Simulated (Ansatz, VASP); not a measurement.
# One calculation of PbF2, two programs

File INCAR:

```
SYSTEM = PbF2
PREC     = Accurate       ! precision mode
ENCUT    = 520            ! plane-wave cutoff, eV
EDIFF    = 1E-6           ! SCF threshold, eV
ISMEAR   = 0              ! smearing method
SIGMA    = 0.05           ! smearing width, eV
LREAL    = .FALSE.        ! projectors in reciprocal space
LASPH    = .TRUE.         ! aspherical terms in the spheres
NELM     = 60             ! most SCF steps
ALGO     = Normal         ! electronic algorithm
ISIF     = 2              ! what is computed and relaxed
LWAVE    = .FALSE.        ! write WAVECAR
LCHARG   = .TRUE.         ! write CHGCAR
GGA      = PE             ! functional
LELF     = .TRUE.         ! ELF
LVHAR    = .TRUE.       
NBANDS   = 21             ! bands
```

File KPOINTS:

```
regular mesh
0
G
  6 6 6
  0 0 0
```

The input POSCAR:

```
PbF2
1.0
    0.0000000000      2.9892758596      2.9892758596
    2.9892758596      0.0000000000      2.9892758596
    2.9892758596      2.9892758596      0.0000000000
Pb F
1 2
Direct
    0.0000000000      0.0000000000      0.0000000000
    0.2500000000      0.2500000000      0.2500000000
    0.7500000000      0.7500000000      0.7500000000
```

Input for Ansatz:

```yaml
crystal:
  lattice:
    - [0.0, 2.9892758596, 2.9892758596]
    - [2.9892758596, 0.0, 2.9892758596]
    - [2.9892758596, 2.9892758596, 0.0]
  atoms:
    - { symbol: Pb, position: [0.0, 0.0, 0.0] }
    - { symbol: F, position: [0.25, 0.25, 0.25] }
    - { symbol: F, position: [0.75, 0.75, 0.75] }
basis:
  ecutwfc: 420
  ecutrho_ratio: 4
kpoints:
  mp_grid: { grid: [6, 6, 6] }
hamiltonian:
  xc: pbe
scf:
  occupations: { method: gaussian, width: 0.05 }
output:
  forces: true
  stress: true
  eigenvalues: true
```

Alike in both runs: task single point; functional PBE; k mesh 6 × 6 × 6; occupations gaussian, width 0.05 eV; no spin polarisation.

|  | VASP | Ansatz |
| --- | --- | --- |
| version | VASP 6.6.1 | Ansatz 0.2.0 |
| potentials or method | VASP PAW PBE potentials, release 64 (Pb_d, F), cutoff 520 eV | scalar-relativistic, plane waves, PAW |
| valence electrons in the cell | 28 | 28 |

```csv
,VASP,Ansatz,Ansatz less VASP
gap on the k mesh at the Fermi level (eV),4.43,4.44,+0.006
least direct gap on the mesh (eV),4.56,4.56,+0.002
pressure (GPa),0.6,0.8,+0.20
```

Spin-orbit coupling is off throughout.
